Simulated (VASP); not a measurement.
# ScAl7N8 (P3m1) in VASP: further runs

ScAl7N8 is run at these levels: PBE; tasks: single point.

All numbers are computed with VASP 6.6.1; they aren't measurements. Logs are shortened: lines on timing, memory, paths and dates and some standing lists are left out, and cuts for length are marked.

### Step 1. The cell of the first run

Symmetry: P3m1, No. 156, trigonal system. Conventional cell: a = 6.339 Å, b = 6.339 Å, c = 5.050 Å, α = 90.00°, β = 90.00°, γ = 120.00°. Within 2.5 Å of Al (site symmetry m) lie 4 N at 1.89 to 1.92 Å. Within 2.5 Å of Al (site symmetry m) lie 4 N at 1.88 to 1.93 Å. Al (site symmetry 3m) has 4 N at 1.92 to 1.93 Å within 2.5 Å. Sc (site symmetry 3m) has 4 N at 2.03 to 2.13 Å within 2.7 Å. Within 2.5 Å of N (site symmetry 3m) lie 3 Al at 1.92 Å and 1 Sc at 2.13 Å. Within 2.5 Å of N (site symmetry m) lie 3 Al at 1.88 to 1.89 Å and 1 Sc at 2.03 Å. Within 2.5 Å of N (site symmetry m) lie 4 Al at 1.92 Å. N (site symmetry 3m) has 4 Al at 1.93 Å within 2.6 Å.

### Step 2. Single point, PBE

INCAR

```
SYSTEM = ScAl7N8
PREC = Accurate
ENCUT = 520
EDIFF = 1E-7
ISMEAR = 0
SIGMA = 0.01
LREAL = Auto
LASPH = .True.
NELM = 60
ALGO = Normal
ISIF = 2
LWAVE = .False.
LCHARG = .False.
GGA = PE
NBANDS = 94
```

KPOINTS

```
Automatic mesh
0
Gamma
  4 4 3
  0 0 0
```

POSCAR

```
ScAl7N8
1.0
    6.3389726357      0.0000000000      0.0000000000
   -3.1694863179      5.4897113364      0.0000000000
    0.0000000000      0.0000000000     10.0998718071
Al Sc N
14 2 16
Direct
    0.3364565904      0.1635434096      0.2509080802
    0.3364565904      0.1635434096      0.7509080802
    0.1679206556      0.8339603278     -0.0004500554
    0.3364565904      0.6729131809      0.2509080802
    0.1679206556      0.8339603278      0.4995499446
    0.3364565904      0.6729131809      0.7509080802
    0.6660396722      0.3320793444     -0.0004500554
    0.8270868191      0.1635434096      0.2509080802
    0.6660396722      0.3320793444      0.4995499446
    0.8270868191      0.1635434096      0.7509080802
    0.6660396722      0.8339603278     -0.0004500554
    0.8333333333      0.6666666667      0.2491506226
    0.6660396722      0.8339603278      0.4995499446
    0.8333333333      0.6666666667      0.7491506226
    0.1666666667      0.3333333333     -0.0033457982
    0.1666666667      0.3333333333      0.4966542018
    0.1666666667      0.3333333333      0.2073024179
    0.3439166826      0.1560833174      0.4381699832
    0.1666666667      0.3333333333      0.7073024179
    0.3439166826      0.1560833174      0.9381699832
    0.1653378740      0.8326689370      0.1895355625
    0.3439166826      0.6878333651      0.4381699832
    0.1653378740      0.8326689370      0.6895355625
    0.3439166826      0.6878333651      0.9381699832
    0.6673310630      0.3346621260      0.1895355625
    0.8121666349      0.1560833174      0.4381699832
    0.6673310630      0.3346621260      0.6895355625
    0.8121666349      0.1560833174      0.9381699832
    0.6673310630      0.8326689370      0.1895355625
    0.8333333333      0.6666666667      0.4404020463
    0.6673310630      0.8326689370      0.6895355625
    0.8333333333      0.6666666667      0.9404020463
```

Potentials or basis: VASP PAW PBE potentials, release 64 (Al, Sc_sv, N).

Run with:

```console
> cat potpaw_PBE.64/Al/POTCAR potpaw_PBE.64/Sc_sv/POTCAR potpaw_PBE.64/N/POTCAR > POTCAR
> mpirun -np 1 vasp_std > vasp.out
```

OUTCAR:

```text
SYSTEM = ScAl7N8
   PREC = Accurate
   ENCUT = 520
   EDIFF = 1E-7
   ISMEAR = 0
   LREAL = Auto
   LASPH = .True.
   NELM = 60
   ISIF = 2
   GGA = PE

 ion  position               nearest neighbor table
   1  0.336  0.164  0.251-  18 1.89  17 1.92  25 1.92  21 1.92   9 3.10   5 3.10  16 3.10   8 3.11
                             4 3.11   7 3.12   3 3.12  12 3.17  12 3.17  15 3.17   8 3.23   4 3.23
   2  0.336  0.164  0.751-  20 1.89  19 1.92  27 1.92  23 1.92   7 3.10   3 3.10  15 3.10  10 3.11
                             6 3.11   9 3.12   5 3.12  14 3.17  14 3.17  16 3.17  10 3.23   6 3.23
   3  0.168  0.834  1.000-  20 1.88  24 1.88  21 1.92  32 1.93   6 3.10   2 3.10   4 3.12   1 3.12
                            12 3.12  14 3.13   7 3.16  11 3.16  15 3.17  15 3.17   7 3.18  11 3.18
   4  0.336  0.673  0.251-  22 1.89  17 1.92  21 1.92  29 1.92   5 3.10  13 3.10  16 3.10   8 3.11
                             1 3.11   3 3.12  11 3.12  12 3.17  12 3.17  15 3.17   8 3.23   1 3.23
   5  0.168  0.834  0.500-  18 1.88  22 1.88  23 1.92  30 1.93   4 3.10   1 3.10   6 3.12   2 3.12
                            14 3.12  12 3.13   9 3.16  13 3.16  16 3.17  16 3.17   9 3.18  13 3.18
   6  0.336  0.673  0.751-  24 1.89  19 1.92  23 1.92  31 1.92   3 3.10  11 3.10  15 3.10  10 3.11
                             2 3.11   5 3.12  13 3.12  14 3.17  14 3.17  16 3.17  10 3.23   2 3.23
   7  0.666  0.332  1.000-  20 1.88  28 1.88  25 1.92  32 1.93  10 3.10   2 3.10   8 3.12   1 3.12
                            12 3.12  14 3.13   3 3.16  11 3.16  15 3.17  15 3.17   3 3.18  11 3.18
   8  0.827  0.164  0.251-  26 1.89  17 1.92  25 1.92  29 1.92   9 3.10  13 3.10  16 3.10   4 3.11
                             1 3.11   7 3.12  11 3.12  12 3.17  12 3.17  15 3.17   4 3.23   1 3.23
   9  0.666  0.332  0.500-  18 1.88  26 1.88  27 1.92  30 1.93   8 3.10   1 3.10  10 3.12   2 3.12
[... 17 lines left out ...]
  19  0.167  0.333  0.707-   2 1.92  10 1.92   6 1.92  16 2.13
  20  0.344  0.156  0.938-   7 1.88   3 1.88   2 1.89  15 2.03
  21  0.165  0.833  0.190-   3 1.92  12 1.92   4 1.92   1 1.92
  22  0.344  0.688  0.438-  13 1.88   5 1.88   4 1.89  16 2.03
[... 8 lines left out ...]
  31  0.667  0.833  0.690-  13 1.92  14 1.92   6 1.92  10 1.92
  32  0.833  0.667  0.940-  11 1.93   3 1.93   7 1.93  14 1.93

  LATTYP: Found a hexagonal cell.
 ALAT       =     6.3389726357
 C/A-ratio  =     1.5932979029

  Lattice vectors:

 A1 = (   6.3389726357,   0.0000000000,   0.0000000000)
 A2 = (  -3.1694863179,   5.4897113364,   0.0000000000)
 A3 = (   0.0000000000,   0.0000000000,  10.0998718071)

Analysis of symmetry for initial positions (statically):
=====================================================================
 Subroutine PRICEL returns following result:

  LATTYP: Found a hexagonal cell.
 ALAT       =     6.3389726357
 C/A-ratio  =     0.7966489515

  Lattice vectors:

 A1 = (   6.3389726357,   0.0000000000,   0.0000000000)
 A2 = (  -3.1694863179,   5.4897113364,   0.0000000000)
 A3 = (   0.0000000000,   0.0000000000,   5.0499359036)

   2 primitive cells build up your supercell.

 Routine SETGRP: Setting up the symmetry group for a
 hexagonal supercell.

 Subroutine GETGRP returns: Found  6 space group operations
 (whereof  2 operations were pure point group operations)
 out of a pool of 24 trial point group operations.

The static configuration has the point symmetry C_1h.
 The point group associated with its full space group is C_3v.

Analysis of symmetry for dynamics (positions and initial velocities):
=====================================================================
 Subroutine PRICEL returns following result:

  LATTYP: Found a hexagonal cell.
 ALAT       =     6.3389726357
 C/A-ratio  =     0.7966489515

  Lattice vectors:

 A1 = (   6.3389726357,   0.0000000000,   0.0000000000)
 A2 = (  -3.1694863179,   5.4897113364,   0.0000000000)
 A3 = (   0.0000000000,   0.0000000000,   5.0499359036)

   2 primitive cells build up your supercell.

 Routine SETGRP: Setting up the symmetry group for a
 hexagonal supercell.

 Subroutine GETGRP returns: Found  6 space group operations
 (whereof  2 operations were pure point group operations)
 out of a pool of 24 trial point group operations.

The dynamic configuration has the point symmetry C_1h.
 The point group associated with its full space group is C_3v.

 Subroutine INISYM returns: Found  6 space group operations
 (whereof  2 operations are pure point group operations),
 and found     2 'primitive' translations

----------------------------------------------------------------------------------------

                                     Primitive cell

  volume of cell :     175.7334

  direct lattice vectors                    reciprocal lattice vectors
     6.338972636  0.000000000  0.000000000     0.157754270  0.091079470  0.000000000
    -3.169486318  5.489711336  0.000000000     0.000000000  0.182158940  0.000000000
     0.000000000  0.000000000  5.049935904     0.000000000  0.000000000  0.198022315

  length of vectors
     6.338972636  6.338972636  5.049935904     0.182158940  0.182158940  0.198022315

  position of ions in fractional coordinates (direct lattice)
     0.336456590  0.163543410  0.501816160
     0.167920656  0.833960328  0.999099889
     0.336456590  0.672913181  0.501816160
     0.666039672  0.332079344  0.999099889
     0.827086819  0.163543410  0.501816160
     0.666039672  0.833960328  0.999099889
[... 8 lines left out ...]
     0.667331063  0.832668937  0.379071125
     0.833333333  0.666666667  0.880804093

  ion indices of the primitive-cell ions
   primitive index   ion index
                 1           1
                 2           5
                 3           4
                 4           9
                 5           8
                 6          13
[... 8 lines left out ...]
                15          29
                16          30

----------------------------------------------------------------------------------------

 KPOINTS: Automatic mesh

Automatic generation of k-mesh.
 Grid dimensions read from file:
 generate k-points for:    4    4    3

 Generating k-lattice:

  Cartesian coordinates                     Fractional coordinates (reciprocal lattice)
     0.039438567  0.022769868  0.000000000     0.250000000  0.000000000  0.000000000
     0.000000000  0.045539735  0.000000000     0.000000000  0.250000000  0.000000000
     0.000000000  0.000000000  0.033003719     0.000000000  0.000000000  0.333333333

  Length of vectors
     0.045539735  0.045539735  0.033003719

  Shift w.r.t. Gamma in fractional coordinates (k-lattice)
     0.000000000  0.000000000  0.000000000

 Subroutine IBZKPT returns following result:
 ===========================================

 Found      9 irreducible k-points:

 Following reciprocal coordinates:
            Coordinates               Weight
  0.000000  0.000000  0.000000      1.000000
  0.250000  0.000000  0.000000      6.000000
  0.500000  0.000000  0.000000      3.000000
  0.250000  0.250000  0.000000      6.000000
  0.000000  0.000000  0.333333      2.000000
  0.250000  0.000000  0.333333      6.000000
  0.000000  0.250000  0.333333      6.000000
  0.500000  0.000000  0.333333      6.000000
  0.250000  0.250000  0.333333     12.000000
   k-points           NKPTS =      9   k-points in BZ     NKDIM =      9   number of bands    NBANDS=     94
   number of dos      NEDOS =    301   number of ions     NIONS =     32
   total plane-waves  NPLWV = 184320
   dimension x,y,z NGX =    48 NGY =   48 NGZ =   80
   dimension x,y,z NGXF=    96 NGYF=   96 NGZF=  160
   ions per type =              14   2  16
   NGX,Y,Z   is equivalent  to a cutoff of  12.59, 12.59, 13.17 a.u.
   NGXF,Y,Z  is equivalent  to a cutoff of  25.18, 25.18, 26.34 a.u.
 SYSTEM =  ScAl7N8
   PREC   = accura    normal or accurate (medium, high low for compatibility)
   ISTART =      0    job   : 0-new  1-cont  2-samecut
   ICHARG =      2    charge: 1-file 2-atom 10-const
   ISPIN  =      1    spin polarized calculation?
   LNONCOLLINEAR =      F non collinear calculations
   LSORBIT =      F    spin-orbit coupling
   LASPH  =      T    aspherical Exc in radial PAW
   ENCUT  =  520.0 eV  38.22 Ry    6.18 a.u.  11.79 11.79 18.78*2*pi/ulx,y,z
   NELM   =     60;   NELMIN=  2; NELMDL= -5     # of ELM steps
   EDIFF  = 0.1E-06   stopping-criterion for ELM
   LREAL  =      T    real-space projection
   EDIFFG = 0.1E-05   stopping-criterion for IOM
   NSW    =      0    number of steps for IOM
   IBRION =     -1    ionic relax: 0-MD 1-quasi-New 2-CG
   NFREE  =      0    steps in history (QN), initial steepest desc. (CG)
   ISIF   =      2    stress and relaxation
   ISYM   =      2    0-nonsym 1-usesym 2-fastsym
   POTIM  = 0.5000    time-step for ionic-motion
   TEBEG  =    0.0;   TEEND  =   0.0 temperature during run
   PSTRESS=    0.0 pullay stress
   NELECT =     144.0000    total number of electrons
   NUPDOWN=      -1.0000    fix difference up-down
   EMIN   =  10.00;   EMAX   =-10.00  energy-range for DOS
   EFERMI =   0.00;   METHOD = LEGACY
   ISMEAR =     0;   SIGMA  =   0.01  broadening in eV -4-tet -1-fermi 0-gaus
   EFERMI_NEDOS =   21; number of points for ismear=-14 and -15
   IALGO  =     38    algorithm
   IMIX   =      4    mixing-type and parameters
     AMIX     =   0.40;   BMIX     =  1.00
     AMIX_MAG =   1.60;   BMIX_MAG =  1.00
  volume/ion in A,a.u.               =      10.98        74.12
  Fermi-wavevector in a.u.,A,eV,Ry     =   1.215909  2.297734 20.115310  1.478434
  Thomas-Fermi vector in A             =   2.351280
   LORBIT       =      0    0 simple, 1 ext, 2 COOP (PROOUT), +10 PAW based schemes
   GGA     = PE    functional components
   LHFCALC =     F    Hartree Fock is set to
   AEXX    =    0.0000 exact exchange contribution
   IVDW    =     0    specifies the selected vdW correction
   LEPSILON=     F    determine dielectric tensor
   LRPA    =     F    only Hartree local field effects (RPA)
 non-spin polarized calculation
 Gauss-broadening in eV      SIGMA  =   0.01
  energy-cutoff  :      520.00
  volume of cell :      351.47
 maximum number of plane-waves:      9488
 NGX is ok and might be reduce to    48
   NGX = 23   NGY = 23   NGZ = 37

 number of electron     144.0000014 magnetization

 Free energy of the ion-electron system (eV)
  ---------------------------------------------------
  ext. energy  EPLUGINS =         0.00000000
  ---------------------------------------------------
  free energy    TOTEN  =      -243.03918406 eV

  energy without entropy =     -243.03918406  energy(sigma->0) =     -243.03918406

 E-fermi :   5.5175     XC(G=0): -10.8261

 val. band max:        5.4414393294   @ k =   0.0000   0.0000   0.0000
 cond. band min:       9.4341917976   @ k =   0.0000   0.0000   0.0000
 fundamental gap:      3.9927524682
 Fermi energy:         5.5174900244

 k-point     1 :       0.0000    0.0000    0.0000
  band No.  band energies     occupation
      1     -41.2392      2.00000
      2     -41.2391      2.00000
      3     -20.0534      2.00000
      4     -20.0534      2.00000
      5     -20.0528      2.00000
      6     -20.0528      2.00000
[... 772 lines left out ...]
     83      11.5247      0.00000
     84      11.8136      0.00000
 [bands above 84 left out]

------------------------ aborting loop because EDIFF is reached ----------------------------------------

  FORCE on cell =-STRESS in cart. coord.  units (eV):
  Direction    XX          YY          ZZ          XY          YZ          ZX
  --------------------------------------------------------------------------------------
  -------------------------------------------------------------------------------------
  Total        4.8922035      4.8922035      2.2584276     -0.0000000      0.0000000      0.0000000
  in kB       22.3013342     22.3013342     10.2951457     -0.0000000      0.0000000      0.0000000
  external PRESSURE =      18.2992714 kB  Pullay stress =       0.0000000 kB

 VOLUME and BASIS-vectors are now :
 -----------------------------------------------------------------------------
  energy-cutoff  :      520.00
  volume of cell :      351.47
      direct lattice vectors                 reciprocal lattice vectors
     6.338972636  0.000000000  0.000000000     0.157754270  0.091079470  0.000000000
    -3.169486318  5.489711336  0.000000000     0.000000000  0.182158940  0.000000000
     0.000000000  0.000000000 10.099871807     0.000000000  0.000000000  0.099011158

 POSITION                                       TOTAL-FORCE (eV/Angst)
 -----------------------------------------------------------------------------------
      1.61444      0.89781      2.53414         0.002175     -0.001256      0.000404
      1.61444      0.89781      7.58408         0.002175     -0.001256      0.000404
     -1.57878      4.57820     10.09533        -0.001127     -0.000650     -0.000178
     -0.00000      3.69410      2.53414        -0.000000      0.002512      0.000404
     -1.57878      4.57820      5.04539        -0.001127     -0.000650     -0.000178
     -0.00000      3.69410      7.58408        -0.000000      0.002512      0.000404
[... 24 lines left out ...]
      1.59106      4.57111      6.96422        -0.000056      0.000032     -0.000894
      3.16949      3.65981      9.49794         0.000000      0.000000      0.002826
 -----------------------------------------------------------------------------------
    total drift:                                0.000000     -0.000001     -0.024237

  FREE ENERGIE OF THE ION-ELECTRON SYSTEM (eV)
  ---------------------------------------------------
  free  energy   TOTEN  =      -243.0391840577 eV

  energy  without entropy=     -243.0391840577  energy(sigma->0) =     -243.03918406
```

It took 15 min on 1 thread of Oxide Virtual Turin-like, shared host; peak memory 0.5 GiB.

Results:

- Free energy: -243.0392 eV
- Pressure: 1.8 GPa
- Largest force: 0.069 eV/Å
- Band gap on the k mesh: 3.99 eV

Forces in eV/Å, atoms in the order of the input:
```
Al   0.002 -0.001  0.000
Al   0.002 -0.001  0.000
Al  -0.001 -0.001  0.000
Al   0.000  0.003  0.000
Al  -0.001 -0.001  0.000
Al   0.000  0.003  0.000
Al   0.000  0.001  0.000
Al  -0.002 -0.001  0.000
Al   0.000  0.001  0.000
Al  -0.002 -0.001  0.000
Al   0.001 -0.001  0.000
Al   0.000  0.000  0.000
Al   0.001 -0.001  0.000
Al   0.000  0.000  0.000
Sc   0.000  0.000  0.013
Sc   0.000  0.000  0.013
N    0.000  0.000  0.047
N    0.057 -0.033 -0.020
N    0.000  0.000  0.047
N    0.057 -0.033 -0.020
N    0.000  0.000 -0.001
N    0.000  0.066 -0.020
N    0.000  0.000 -0.001
N    0.000  0.066 -0.020
N    0.000  0.000 -0.001
N   -0.057 -0.033 -0.020
N    0.000  0.000 -0.001
N   -0.057 -0.033 -0.020
N    0.000  0.000 -0.001
N    0.000  0.000  0.003
N    0.000  0.000 -0.001
N    0.000  0.000  0.003
```

Stress tensor (GPa, compression positive):
```
2.23 0.00 0.00
0.00 2.23 0.00
0.00 0.00 1.03
```

Levels at points of the mesh, in eV from the valence-band top:
| k point | band 70 | band 71 | band 72 | band 73 | band 74 | band 75 |
| --- | --- | --- | --- | --- | --- | --- |
| (0.00, 0.00, 0.00) | -0.24 | -0.24 | 0.00 | 3.99 | 4.62 | 4.62 |
| (0.50, 0.00, 0.00) | -0.12 | -0.10 | -0.04 | 4.58 | 4.85 | 4.89 |

A k mesh can miss the band edges.

(Part 1 of 2 ends here.)
